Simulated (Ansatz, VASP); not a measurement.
**Two plane-wave programs on SnO2**

INCAR

```
ALGO = Normal ; EDIFF = 1E-6
ENCUT = 520 ; ISIF = 2
ISMEAR = 0 ; LASPH = True
LCHARG = False ; LREAL = False
LWAVE = False ; NBANDS = 64
NELM = 60 ; PREC = Accurate
SIGMA = 0.05
```

The input KPOINTS:

```
k-points
0
Gamma
  6 6 6
```

The input POSCAR:

```
SnO2
1.0
    3.2682502631      1.8869251692      4.1670560542
   -3.2682502631      1.8869251692      4.1670560542
    0.0000000000     -3.7738503383      4.1670560542
Sn O
4 8
Direct
    0.8645353782      0.8645353782      0.8645353782
    0.3648691645      0.3648691645      0.8648751974
    0.3648691645      0.8648751974      0.3648691645
    0.8648751974      0.3648691645      0.3648691645
    0.1199116729      0.6196051221      0.6196051221
    0.6196051221      0.1199116729      0.6196051221
    0.6196051221      0.6196051221      0.1199116729
    0.6099370359      0.6099370359      0.6099370359
    0.1198492242      0.1198492242      0.1198492242
    0.1096932183      0.1096932183      0.6100024814
    0.1096932183      0.6100024814      0.1096932183
    0.6100024814      0.1096932183      0.1096932183
```

Input for Ansatz:

```yaml
crystal:
  lattice:
    - [3.2682502631, 1.8869251692, 4.1670560542]
    - [-3.2682502631, 1.8869251692, 4.1670560542]
    - [0.0, -3.7738503383, 4.1670560542]
  atoms:
    - { symbol: Sn, position: [0.8645353782, 0.8645353782, 0.8645353782] }
    - { symbol: Sn, position: [0.3648691645, 0.3648691645, 0.8648751974] }
    - { symbol: Sn, position: [0.3648691645, 0.8648751974, 0.3648691645] }
    - { symbol: Sn, position: [0.8648751974, 0.3648691645, 0.3648691645] }
    - { symbol: O, position: [0.1199116729, 0.6196051221, 0.6196051221] }
    - { symbol: O, position: [0.6196051221, 0.1199116729, 0.6196051221] }
    - { symbol: O, position: [0.6196051221, 0.6196051221, 0.1199116729] }
    - { symbol: O, position: [0.6099370359, 0.6099370359, 0.6099370359] }
    - { symbol: O, position: [0.1198492242, 0.1198492242, 0.1198492242] }
    - { symbol: O, position: [0.1096932183, 0.1096932183, 0.6100024814] }
    - { symbol: O, position: [0.1096932183, 0.6100024814, 0.1096932183] }
    - { symbol: O, position: [0.6100024814, 0.1096932183, 0.1096932183] }
basis:
  ecutwfc: 520.0
kpoints:
  mp_grid: { grid: [6, 6, 6] }
hamiltonian:
  xc: lda
  pseudopotentials: { kind: paw, azcp: { folder: soft_1 } }
scf:
  occupations: { method: gaussian, width: 0.05 }
output:
  forces: true
  stress: true
  eigenvalues: true
```

Alike in both runs: task single point; functional LDA; k mesh 6 × 6 × 6; occupations gaussian, width 0.05 eV; no spin polarisation.

|  | VASP | Ansatz |
| --- | --- | --- |
| version | VASP 6.6.1 | Ansatz 0.2.0 |
| potentials or method | VASP PAW LDA potentials, release 64 (Sn_d, O), cutoff 520 eV | scalar-relativistic, plane waves, PAW |
| valence electrons in the cell | 104 | 104 |

|  | VASP | Ansatz | Ansatz less VASP |
| --- | --- | --- | --- |
| gap on the k mesh at the Fermi level (eV) | 1.13 | 1.12 | -0.001 |
| least direct gap on the mesh (eV) | 1.13 | 1.12 | -0.001 |
| pressure (GPa) | -8.7 | -9.7 | -1.03 |
| traceless stress, the component that is largest in VASP (GPa) | 2.84 | 3.50 | +0.665 |
| rms of the force components (eV/Å) | 0.226 | 0.260 | +0.0345 |

Ansatz warns that its potentials were made for another functional, while VASP's fit it. LDA's correlation is that of Perdew and Zunger in VASP and of Perdew and Wang (1992) in Ansatz. Atom by atom the forces differ by 0.034 eV/Å (rms over components).
